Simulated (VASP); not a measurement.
A run of VASP 6.6.1 is set up as follows.

Contents of INCAR:

```
SYSTEM = CdS
PREC = Accurate
ENCUT = 540
EDIFF = 1E-6
ISMEAR = 0
SIGMA = 0.01
LREAL = .False.
LASPH = .True.
NELM = 120
ALGO = Normal
ISIF = 2
LWAVE = .False.
LCHARG = .False.
GGA = PE
NBANDS = 20
GGA_COMPAT = .False.
```

File KPOINTS:

```
regular mesh
0
Gamma
  6 6 6
  0 0 0
```

Contents of POSCAR:

```
CdS
1.0
    0.0000000000      2.8873477813      2.8873477813
    2.8873477813      0.0000000000      2.8873477813
    2.8873477813      2.8873477813      0.0000000000
Cd S
1 1
Direct
    0.0000000000      0.0000000000      0.0000000000
    0.2500000000      0.2500000000      0.2500000000
```

Potentials or basis: VASP PAW PBE potentials, release 64 (Cd_sv_GW, S).

Launch:

```sh
$ cat potpaw_PBE.64/Cd_sv_GW/POTCAR potpaw_PBE.64/S/POTCAR > POTCAR
$ mpirun -np 1 vasp_std > vasp.out
```

**Question.** Predict the pressure.

**Answer.** 3.9 GPa.

**Question.** Predict the band gap on the k mesh.

**Answer.** 1.21 eV, direct.

PBE gaps usually lie below the measured ones, often by a third to a half.
